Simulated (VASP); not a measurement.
# CoO (Fm-3m) in VASP: notebook

CoO is run at these levels: PBE+D3(BJ), PBE; tasks: relaxation of cell and atoms, single point.

Everything below comes from runs of VASP 6.6.1. Logs are shortened: lines on timing, memory, paths and dates and some standing lists are left out, and cuts for length are marked.

**1. The cell of the first run**

It takes space group Fm-3m (No. 225, cubic). The conventional cell has a = 4.263 Å, b = 4.263 Å, c = 4.263 Å, α = 90.00°, β = 90.00°, γ = 90.00°. Within 2.8 Å of Co (site symmetry m-3m) lie 6 O at 2.13 Å. O (site symmetry m-3m) has 6 Co at 2.13 Å within 2.8 Å.

**2. Relaxation of cell and atoms, PBE+D3(BJ), collinear spin, ferromagnetic start**

Input file INCAR:

```
SYSTEM = CoO
PREC     = Accurate       ! precision mode
ENCUT    = 700            ! plane-wave cutoff, eV
EDIFF    = 1E-7           ! SCF threshold, eV
ISMEAR   = -1             ! smearing method
SIGMA    = 0.05           ! smearing width, eV
LREAL    = .False.        ! projectors in reciprocal space
LASPH    = .True.         ! aspherical terms in the spheres
NELM     = 200            ! most SCF steps
ALGO     = Normal         ! electronic algorithm
ISIF     = 3              ! what is computed and relaxed
LWAVE    = .False.        ! write WAVECAR
LCHARG   = .False.        ! write CHGCAR
ISPIN    = 2              ! spin polarisation
MAGMOM   = 2 0            ! initial moments
LORBIT   = 11             ! projections on sites
LMAXMIX  = 4              ! l up to which the mixer works
GGA      = PE             ! functional
IVDW     = 12             ! dispersion correction
IBRION   = 2              ! ionic algorithm
NSW      = 60             ! ionic steps
EDIFFG   = -0.01          ! ionic threshold
GGA_COMPAT= .False.      
NELMIN   = 4
```

Input file KPOINTS:

```
Automatic mesh
0
Gamma
  11 11 11
  0 0 0
```

Input file POSCAR:

```
CoO
1.0
    0.0000000000      2.1315000000      2.1315000000
    2.1315000000      0.0000000000      2.1315000000
    2.1315000000      2.1315000000      0.0000000000
Co O
1 1
Direct
    0.0000000000      0.0000000000      0.0000000000
    0.5000000000      0.5000000000      0.5000000000
```

Potentials or basis: VASP PAW PBE potentials, release 64 (Co_sv, O).

The run is started by

```sh
$ cat potpaw_PBE.64/Co_sv/POTCAR potpaw_PBE.64/O/POTCAR > POTCAR
$ mpirun -np 1 vasp_std > vasp.out
```

OUTCAR:

```text
SYSTEM = CoO
   PREC = Accurate
   ENCUT = 700
   EDIFF = 1E-7
   ISMEAR = -1
   LREAL = .False.
   LASPH = .True.
   NELM = 200
   ISIF = 3
   ISPIN = 2
   LORBIT = 11
   GGA = PE
   IVDW = 12
   IBRION = 2
   NSW = 60
   EDIFFG = -0.01
   NELMIN = 4
 IVDW          = 12

 ion  position               nearest neighbor table
   1  0.000  0.000  0.000-   2 2.13   2 2.13   2 2.13   2 2.13   2 2.13   2 2.13
   2  0.500  0.500  0.500-   1 2.13   1 2.13   1 2.13   1 2.13   1 2.13   1 2.13

  LATTYP: Found a face centered cubic cell.
 ALAT       =     4.2630000000

  Lattice vectors:

 A1 = (   0.0000000000,   2.1315000000,   2.1315000000)
 A2 = (   2.1315000000,   0.0000000000,   2.1315000000)
 A3 = (   2.1315000000,   2.1315000000,   0.0000000000)

Analysis of symmetry for initial positions (statically):
=====================================================================
 Subroutine PRICEL returns:
 Original cell was already a primitive cell.

 Routine SETGRP: Setting up the symmetry group for a
 face centered cubic supercell.

 Subroutine GETGRP returns: Found 48 space group operations
 (whereof 48 operations were pure point group operations)
 out of a pool of 48 trial point group operations.

The static configuration has the point symmetry O_h .

Analysis of symmetry for dynamics (positions and initial velocities):
=====================================================================
 Subroutine PRICEL returns:
 Original cell was already a primitive cell.

 Routine SETGRP: Setting up the symmetry group for a
 face centered cubic supercell.

 Subroutine GETGRP returns: Found 48 space group operations
 (whereof 48 operations were pure point group operations)
 out of a pool of 48 trial point group operations.

The dynamic configuration has the point symmetry O_h .

Analysis of structural, dynamic, and magnetic symmetry:
=====================================================================
 Subroutine PRICEL returns:
 Original cell was already a primitive cell.

 Routine SETGRP: Setting up the symmetry group for a
 face centered cubic supercell.

 Subroutine GETGRP returns: Found 48 space group operations
 (whereof 48 operations were pure point group operations)
 out of a pool of 48 trial point group operations.

The overall configuration has the point symmetry O_h .

 Subroutine INISYM returns: Found 48 space group operations
 (whereof 48 operations are pure point group operations),
 and found     1 'primitive' translations

----------------------------------------------------------------------------------------

                                     Primitive cell

  volume of cell :      19.3681

  direct lattice vectors                    reciprocal lattice vectors
     0.000000000  2.131500000  2.131500000    -0.234576589  0.234576589  0.234576589
     2.131500000  0.000000000  2.131500000     0.234576589 -0.234576589  0.234576589
     2.131500000  2.131500000  0.000000000     0.234576589  0.234576589 -0.234576589

  length of vectors
     3.014396208  3.014396208  3.014396208     0.406298571  0.406298571  0.406298571

  position of ions in fractional coordinates (direct lattice)
     0.000000000  0.000000000  0.000000000
     0.500000000  0.500000000  0.500000000

  ion indices of the primitive-cell ions
   primitive index   ion index
                 1           1
                 2           2

----------------------------------------------------------------------------------------

 KPOINTS: Automatic mesh

Automatic generation of k-mesh.
 Grid dimensions read from file:
 generate k-points for:   11   11   11

 Generating k-lattice:

  Cartesian coordinates                     Fractional coordinates (reciprocal lattice)
    -0.021325144  0.021325144  0.021325144     0.090909091  0.000000000  0.000000000
     0.021325144 -0.021325144  0.021325144     0.000000000  0.090909091  0.000000000
     0.021325144  0.021325144 -0.021325144     0.000000000  0.000000000  0.090909091

  Length of vectors
     0.036936234  0.036936234  0.036936234

  Shift w.r.t. Gamma in fractional coordinates (k-lattice)
     0.000000000  0.000000000  0.000000000

 Subroutine IBZKPT returns following result:
 ===========================================

 Found     56 irreducible k-points:

 Following reciprocal coordinates:
            Coordinates               Weight
  0.000000  0.000000  0.000000      1.000000
  0.090909  0.000000  0.000000      8.000000
  0.181818  0.000000  0.000000      8.000000
  0.272727  0.000000  0.000000      8.000000
  0.363636  0.000000  0.000000      8.000000
  0.454545  0.000000  0.000000      8.000000
[... 16 lines left out ...]
 -0.272727  0.181818  0.000000     24.000000
 -0.181818  0.181818  0.000000     12.000000
 [... further k-points ...]
   k-points           NKPTS =     56   k-points in BZ     NKDIM =     56   number of bands    NBANDS=     16
   number of dos      NEDOS =    301   number of ions     NIONS =      2
   total plane-waves  NPLWV =  21952
   dimension x,y,z NGX =    28 NGY =   28 NGZ =   28
   dimension x,y,z NGXF=    56 NGYF=   56 NGZF=   56
   ions per type =               1   1
   NGX,Y,Z   is equivalent  to a cutoff of  15.44, 15.44, 15.44 a.u.
   NGXF,Y,Z  is equivalent  to a cutoff of  30.88, 30.88, 30.88 a.u.
 SYSTEM =  CoO
   PREC   = accura    normal or accurate (medium, high low for compatibility)
   ISTART =      0    job   : 0-new  1-cont  2-samecut
   ICHARG =      2    charge: 1-file 2-atom 10-const
   ISPIN  =      2    spin polarized calculation?
   LNONCOLLINEAR =      F non collinear calculations
   LSORBIT =      F    spin-orbit coupling
   LASPH  =      T    aspherical Exc in radial PAW
   ENCUT  =  700.0 eV  51.45 Ry    7.17 a.u.   6.50  6.50  6.50*2*pi/ulx,y,z
   NELM   =    200;   NELMIN=  4; NELMDL= -5     # of ELM steps
   EDIFF  = 0.1E-06   stopping-criterion for ELM
   LREAL  =      F    real-space projection
   EDIFFG = -.1E-01   stopping-criterion for IOM
   NSW    =     60    number of steps for IOM
   IBRION =      2    ionic relax: 0-MD 1-quasi-New 2-CG
   NFREE  =      1    steps in history (QN), initial steepest desc. (CG)
   ISIF   =      3    stress and relaxation
   ISYM   =      2    0-nonsym 1-usesym 2-fastsym
   POTIM  = 0.5000    time-step for ionic-motion
   TEBEG  =    0.0;   TEEND  =   0.0 temperature during run
   PSTRESS=    0.0 pullay stress
   NELECT =      23.0000    total number of electrons
   NUPDOWN=      -1.0000    fix difference up-down
   EMIN   =  10.00;   EMAX   =-10.00  energy-range for DOS
   EFERMI =   0.00;   METHOD = LEGACY
   ISMEAR =    -1;   SIGMA  =   0.05  broadening in eV -4-tet -1-fermi 0-gaus
   EFERMI_NEDOS =   21; number of points for ismear=-14 and -15
   IALGO  =     38    algorithm
   IMIX   =      4    mixing-type and parameters
     AMIX     =   0.40;   BMIX     =  1.00
     AMIX_MAG =   1.60;   BMIX_MAG =  1.00
  volume/ion in A,a.u.               =       9.68        65.35
  Fermi-wavevector in a.u.,A,eV,Ry     =   1.733626  3.276078 40.891759  3.005460
  Thomas-Fermi vector in A             =   2.807577
   LORBIT       =     11    0 simple, 1 ext, 2 COOP (PROOUT), +10 PAW based schemes
   GGA     = PE    functional components
   LHFCALC =     F    Hartree Fock is set to
   AEXX    =    0.0000 exact exchange contribution
   IVDW    =    12    specifies the selected vdW correction
   LEPSILON=     F    determine dielectric tensor
   LRPA    =     F    only Hartree local field effects (RPA)
 conjugate gradient relaxation of ions
 spin polarized calculation
  energy-cutoff  :      700.00
  volume of cell :       19.37
 maximum number of plane-waves:       869
 NGX is ok and might be reduce to    28
   NGX = 13   NGY = 13   NGZ = 13

--------------------------------------- Ionic step        1  -------------------------------------------

 number of electron      23.0000015 magnetization       2.9232454

 Free energy of the ion-electron system (eV)
  ---------------------------------------------------
  ext. energy  EPLUGINS =         0.00000000
  ---------------------------------------------------
  free energy    TOTEN  =       -13.14628139 eV

  energy without entropy =      -13.11221408  energy(sigma->0) =      -13.12924774

------------------------ aborting loop because EDIFF is reached ----------------------------------------

 Edisp (eV)   -0.51531

 E8    (eV) :    -0.1985

  FORCE on cell =-STRESS in cart. coord.  units (eV):
  Direction    XX          YY          ZZ          XY          YZ          ZX
  --------------------------------------------------------------------------------------
  -------------------------------------------------------------------------------------
  Total      -0.85961    -0.85961    -0.85961     0.00000     0.00000    -0.00000
  in kB     -71.10961   -71.10961   -71.10961     0.00000     0.00000    -0.00000
  external pressure =      -71.11 kB  Pullay stress =        0.00 kB

 VOLUME and BASIS-vectors are now :
 -----------------------------------------------------------------------------
  energy-cutoff  :      700.00
  volume of cell :       19.37
      direct lattice vectors                 reciprocal lattice vectors
     0.000000000  2.131500000  2.131500000    -0.234576589  0.234576589  0.234576589
     2.131500000  0.000000000  2.131500000     0.234576589 -0.234576589  0.234576589
     2.131500000  2.131500000  0.000000000     0.234576589  0.234576589 -0.234576589
[... 41 lines left out ...]
 POSITION                                       TOTAL-FORCE (eV/Angst)
 -----------------------------------------------------------------------------------
      2.08730      2.08730     -0.00000         0.000000     -0.000000     -0.000000
      2.08730      2.08730      2.08730        -0.000000      0.000000      0.000000
 -----------------------------------------------------------------------------------
    total drift:                                0.000000      0.000000      0.000000

  FREE ENERGIE OF THE ION-ELECTRON SYSTEM (eV)
  ---------------------------------------------------
  free  energy   TOTEN  =       -13.5979414158 eV

  energy  without entropy=      -13.5637036809  energy(sigma->0) =      -13.58082255

--------------------------------------- Ionic step        3  -------------------------------------------

 number of electron      22.9999986 magnetization       2.8301342

 Free energy of the ion-electron system (eV)
  ---------------------------------------------------
  ext. energy  EPLUGINS =         0.00000000
  ---------------------------------------------------
  free energy    TOTEN  =       -13.14381752 eV

  energy without entropy =      -13.11034212  energy(sigma->0) =      -13.12707982

 E-fermi :   9.4935     XC(G=0): -12.9154

 val. band max:        9.4908143782   @ k =  -0.2727   0.1818   0.0000
 cond. band min:       9.5071549143   @ k =   0.3636   0.1818   0.0000
 fundamental gap:      0.0163405361
 Fermi energy:         9.4935426756

 spin component 1

 k-point     1 :       0.0000    0.0000    0.0000
  band No.  band energies     occupation
      1     -87.3635      1.00000
      2     -50.6153      1.00000
      3     -50.6152      1.00000
      4     -50.6152      1.00000
      5     -11.0998      1.00000
      6       6.1573      1.00000
[... 8 lines left out ...]
     15      26.3675      0.00000
     16      27.8158      0.00000
[... 419 lines left out ...]
 k-point    24 :      -0.1818    0.1818    0.0000
  band No.  band energies     occupation
      1     -87.3606      1.00000
      2     -50.6391      1.00000
      3     -50.6253      1.00000
      4     -50.6179      1.00000
      5     -10.3027      1.00000
      6       2.5597      1.00000
[... 8 lines left out ...]
     15      21.1598      0.00000
     16      22.3604      0.00000

 [... further k-points ...]

 spin component 2

 k-point     1 :       0.0000    0.0000    0.0000
  band No.  band energies     occupation
      1     -84.3777      1.00000
      2     -47.7007      1.00000
      3     -47.7006      1.00000
      4     -47.7006      1.00000
      5     -10.6335      1.00000
      6       6.6751      1.00000
[... 8 lines left out ...]
     15      26.2662      0.00000
     16      28.3293      0.00000
[... 463 lines left out ...]
 POSITION                                       TOTAL-FORCE (eV/Angst)
 -----------------------------------------------------------------------------------
      0.00000      0.00000      0.00000        -0.000000     -0.000000     -0.000000
      2.10356      2.10356      2.10356         0.000000      0.000000      0.000000
 -----------------------------------------------------------------------------------
    total drift:                                0.000000      0.000000      0.000000

  FREE ENERGIE OF THE ION-ELECTRON SYSTEM (eV)
  ---------------------------------------------------
  free  energy   TOTEN  =       -13.6039264067 eV

  energy  without entropy=      -13.5704510065  energy(sigma->0) =      -13.58718871

 reached required accuracy - stopping structural energy minimisation

 total charge

# of ion       s       p       d       tot
------------------------------------------
    1        2.146   6.068   6.685  14.899
    2        1.552   3.446   0.000   4.998
--------------------------------------------------
tot          3.698   9.514   6.685  19.897

 magnetization (x)

# of ion       s       p       d       tot
------------------------------------------
    1        0.014   0.011   2.431   2.456
    2        0.030   0.245   0.000   0.275
--------------------------------------------------
tot          0.044   0.256   2.431   2.731
```

It took 2.6 min on 1 thread of Intel Xeon Platinum 8375C at 2.90GHz (Ice Lake), shared host; peak memory 0.21 GiB.

What came out:

```
Free energy                                           : -13.6039 eV
Relaxed volume                                        : 9.31 Å³/atom
Relaxed cell                                          : a = 2.975 Å, b = 2.975 Å, c = 2.975 Å, α = 60.00°, β = 60.00°, γ = 60.00°
Space group after relaxing (to 0.1 Å)                 : Fm-3m (No. 225)
Ionic steps                                           : 3
Pressure after relaxing                               : 0.1 GPa
Net moment                                            : 2.83 μB per cell
Site moments                                          : Co +2.46; O +0.28 μB
Valence electrons inside the program's atomic spheres : Co 14.90; O 5.00
Dispersion energy per atom                            : -0.230 eV
```

Step by step:
```csv
step,energy change (eV),largest force (eV/Å),pressure (GPa),volume (Å³)
1,0.0000,0.0000,-7.11,19.37
2,0.0636,0.0000,4.40,18.19
3,0.0577,0.0000,0.15,18.62
```

Final structure:
```
Co O
1.0
     0.00000    2.10356    2.10356
     2.10356    0.00000    2.10356
     2.10356    2.10356    0.00000
Co O
1 1
Direct
  0.00000 0.00000 0.00000
  0.50000 0.50000 0.50000
```

Levels at points of the mesh, in eV from the Fermi level:
Spin up:
| k point | band 10 | band 11 | band 12 | band 13 | band 14 | band 15 | band 16 |
| --- | --- | --- | --- | --- | --- | --- | --- |
| (0.00, 0.00, 0.00) | -3.28 | -3.10 | -3.10 | -3.10 | 1.13 | 16.87 | 18.32 |
Spin down:
| k point | band 6 | band 7 | band 8 | band 9 | band 10 | band 11 | band 12 | band 13 | band 14 | band 15 |
| --- | --- | --- | --- | --- | --- | --- | --- | --- | --- | --- |
| (0.00, 0.00, 0.00) | -2.82 | -2.82 | -2.82 | -1.19 | -1.19 | -1.19 | 0.03 | 0.03 | 1.66 | 16.77 |

Caveat: a cell with one magnetic atom can't hold antiferromagnetic order, which such compounds often take; semilocal functionals often make such compounds metallic where correlation or magnetic order opens a gap, which also shifts bond lengths.

**3. Single point, PBE, collinear spin, ferromagnetic start**

Input file INCAR:

```
  PREC = Accurate
  ENCUT = 700
  EDIFF = 1E-6
  ISMEAR = -1
  SIGMA = 0.05
  LREAL = F
  LASPH = T
  NELM = 200
  ALGO = Normal
  ISIF = 2
  LWAVE = F
  LCHARG = F
  ISPIN = 2
  MAGMOM = 3 0
  LORBIT = 11
  NUPDOWN = 3.0
  LMAXMIX = 4
  GGA = PE
  NBANDS = 22
  GGA_COMPAT = F
```

Input file KPOINTS:

```
regular mesh
0
Gamma
  9 9 9
```

POSCAR is that of step 2.

Potentials or basis: VASP PAW PBE potentials, release 64 (Co_sv, O).

The run is started by

```sh
$ cat potpaw_PBE.64/Co_sv/POTCAR potpaw_PBE.64/O/POTCAR > POTCAR
$ mpirun -np 1 vasp_std > vasp.out
```

It took 50 s on 1 thread of AMD EPYC 7R13 (Zen 3), shared host; peak memory 0.16 GiB.

The run converged. Its results:

| Property | Result |
| --- | --- |
| Free energy | -13.1435 eV |
| Pressure | -2.2 GPa |
| Net moment | 3.00 μB per cell |
| Site moments | Co +2.57; O +0.32 μB |
| Valence electrons inside the program's atomic spheres | Co 14.87; O 4.98 |

Caveat: the total moment is fixed, so each spin has its own Fermi level and the state may be an excited one; a cell with one magnetic atom can't hold antiferromagnetic order, which such compounds often take.

**4. Single point, PBE, collinear spin, ferromagnetic start**

This run uses another cell than the first one, of 9.88 Å³/atom.

Input file INCAR:

```
SYSTEM = CoO
PREC = Accurate
ENCUT = 700
EDIFF = 1E-6
ISMEAR = -1
SIGMA = 0.05
LREAL = .FALSE.
LASPH = .TRUE.
NELM = 200
ALGO = Normal
ISIF = 2
LWAVE = .FALSE.
LCHARG = .FALSE.
ISPIN = 2
MAGMOM = 2 0
LORBIT = 11
LMAXMIX = 4
GGA = PE
NBANDS = 22
GGA_COMPAT = .FALSE.
```

Input file KPOINTS:

```
regular mesh
0
G
  11 11 11
  0 0 0
```

Input file POSCAR:

```
CoO
1.0
    0.0000000000      2.1456163054      2.1456163054
    2.1456163054      0.0000000000      2.1456163054
    2.1456163054      2.1456163054      0.0000000000
Co O
1 1
Direct
    0.0000000000      0.0000000000      0.0000000000
    0.5000000000      0.5000000000      0.5000000000
```

The run is started by

```sh
$ cat potpaw_PBE.64/Co_sv/POTCAR potpaw_PBE.64/O/POTCAR > POTCAR
$ mpirun -np 1 vasp_std > vasp.out
```

It took 46 s on 1 thread of Intel Xeon Platinum 8559C (Emerald Rapids), shared host; peak memory 0.2 GiB.

The run converged. Its results:

| Property | Result |
| --- | --- |
| Free energy | -13.1373 eV |
| Pressure | -6.1 GPa |
| Net moment | 2.96 μB per cell |
| Site moments | Co +2.55; O +0.30 μB |
| Valence electrons inside the program's atomic spheres | Co 14.86; O 4.97 |

Levels at points of the mesh, in eV from the Fermi level:
Spin up:
```
           k point  band 9  band 10  band 11  band 12  band 13  band 14  band 15  band 16  band 17  band 18
(0.00, 0.00, 0.00)   -3.07    -3.07    -3.07    -3.07    -3.07     0.81    16.69    17.86    17.86    17.86
```
Spin down:
```
           k point  band 8  band 9  band 10  band 11  band 12  band 13
(0.00, 0.00, 0.00)   -2.51   -1.06    -1.06    -1.06     0.12     0.12
```

Caveat: the cell stands under tension; a cell with one magnetic atom can't hold antiferromagnetic order, which such compounds often take; semilocal functionals often make such compounds metallic where correlation or magnetic order opens a gap, which also shifts bond lengths.

[end of part 1 of 2]
